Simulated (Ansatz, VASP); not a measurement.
**InP: VASP beside Ansatz**

INCAR

```
PREC = Accurate ; ENCUT = 520
EDIFF = 1E-7 ; ISMEAR = -1
SIGMA = 0.03 ; LREAL = False
LASPH = True ; NELM = 60
ALGO = Normal ; ISIF = 2
LWAVE = False ; LCHARG = False
GGA = PS ; NBANDS = 16
```

KPOINTS

```
Automatic mesh
0
Gamma
  11 11 11
```

Contents of POSCAR:

```
InP
1.0
    0.0000000000      2.8550000000      2.8264500000
    2.8550000000      0.0000000000      2.8264500000
    2.8550000000      2.8550000000      0.0000000000
In P
1 1
Direct
    0.0000000000      0.0000000000      0.0000000000
    0.5000000000      0.5000000000      0.5000000000
```

Input for Ansatz:

```yaml
crystal:
  lattice:
    - [0.0, 2.855, 2.82645]
    - [2.855, 0.0, 2.82645]
    - [2.855, 2.855, 0.0]
  atoms:
    - { symbol: In, position: [0.0, 0.0, 0.0] }
    - { symbol: P, position: [0.5, 0.5, 0.5] }
kpoints:
  mp_grid: { grid: [11, 11, 11] }
  band_path:
    path:
      - [0.0, 0.0, 0.0]
      - [0.0, 0.5, 0.5]
      - [0.25, 0.75, 0.5]
      - [0.0, 0.5, 0.0]
      - [0.0, 0.0, 0.0]
      - [0.5, 0.5, 0.0]
      - [0.3775380063, 0.6224619937, 0.0]
      - [-0.3775380063, 0.3775380063, 0.0]
      - [0.0, 0.0, 0.0]
    npoints: 5
scf:
  occupations: { method: fermi_dirac, width: 0.03 }
hamiltonian:
  xc: pbesol
  pseudopotentials: { kind: all_electron, lapw: { basis_error: 0.00025 } }
output:
  forces: true
  stress: true
  eigenvalues: true
```

Change from the starting cell: zz strain of -1 %.

Alike in both runs: task single point; functional PBEsol; k mesh 11 × 11 × 11; occupations fermi-dirac, width 0.03 eV; no spin polarisation.

|  | VASP | Ansatz |
| --- | --- | --- |
| version | VASP 6.6.1 | Ansatz 0.2.0 |
| potentials or method | VASP PAW PBE potentials, release 64 (In_d, P), cutoff 520 eV | all-electron LAPW, scalar-relativistic |

|  | VASP | Ansatz | Ansatz less VASP |
| --- | --- | --- | --- |
| pressure (GPa) | -7.8 | -7.8 | 0.00 |
| traceless stress, the component that is largest in VASP (GPa) | 0.54 | 0.54 | 0.000 |

VASP's potentials were made for PBE, not for PBEsol. Ansatz ran all-electron here, and VASP with PAW potentials.
